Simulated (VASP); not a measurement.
Crystal: Os.

```
Os
1.0
     2.73410    0.00000    0.00000
    -1.36705    2.36780    0.00000
     0.00000    0.00000    4.31970
Os
2
Direct
  0.66667 0.33333 0.75000
  0.33333 0.66667 0.25000
```

```yaml
Program: VASP 6.6.1
Task: relaxation of cell and atoms
Functional: PBEsol
Dispersion: D3(BJ)
Potentials_or_basis: VASP PAW PBE potentials, release 64 (Os)
Cutoff: 600 eV
k_mesh: 11 × 11 × 6
Occupations: fermi-dirac, width 0.05 eV
Spin: no spin polarisation
```

At the start: pressure -9.8 GPa; volume 13.98 Å³/atom.

Problem. How do energy, volume and symmetry change on relaxing?

Solution. Over 9 steps the energy falls by 9.7 meV/atom and the volume is 13.67 Å³/atom (-2.2 %); space group P6_3/mmc (No. 194, to 0.05 Å).

Step by step:
| step | energy change (eV) | largest force (eV/Å) | pressure (GPa) | volume (Å³) |
| --- | --- | --- | --- | --- |
| 1 | 0.0000 | 0.0000 | -9.82 | 27.96 |
| 2 | 0.4593 | 0.0000 | 62.56 | 24.64 |
| 3 | -0.0193 | 0.0000 | -0.52 | 27.38 |
| 4 | -0.0193 | 0.0000 | -0.08 | 27.35 |
| 5 | -0.0193 | 0.0000 | 0.14 | 27.34 |
| 6 | -0.0193 | 0.0000 | 0.17 | 27.34 |
| 7 | -0.0193 | 0.0000 | 0.16 | 27.34 |
| 8 | -0.0193 | 0.0000 | -0.50 | 27.38 |
| 9 | -0.0193 | 0.0000 | -0.03 | 27.35 |

Final structure:
```cif
data_structure
_symmetry_space_group_name_H-M 'P 1'
_symmetry_Int_Tables_number 1
_cell_length_a 2.7129
_cell_length_b 2.7129
_cell_length_c 4.2905
_cell_angle_alpha 90.000
_cell_angle_beta 90.000
_cell_angle_gamma 120.000
_cell_volume 27.35
loop_
_atom_site_label
_atom_site_type_symbol
_atom_site_fract_x
_atom_site_fract_y
_atom_site_fract_z
_atom_site_occupancy
Os1 Os 0.66667 0.33333 0.75000 1
Os2 Os 0.33333 0.66667 0.25000 1
```

Caveat: the PAW data sets were made with another functional, which shifts forces and pressure a little; pairwise dispersion overbinds metals, which lowers pressure and volume.
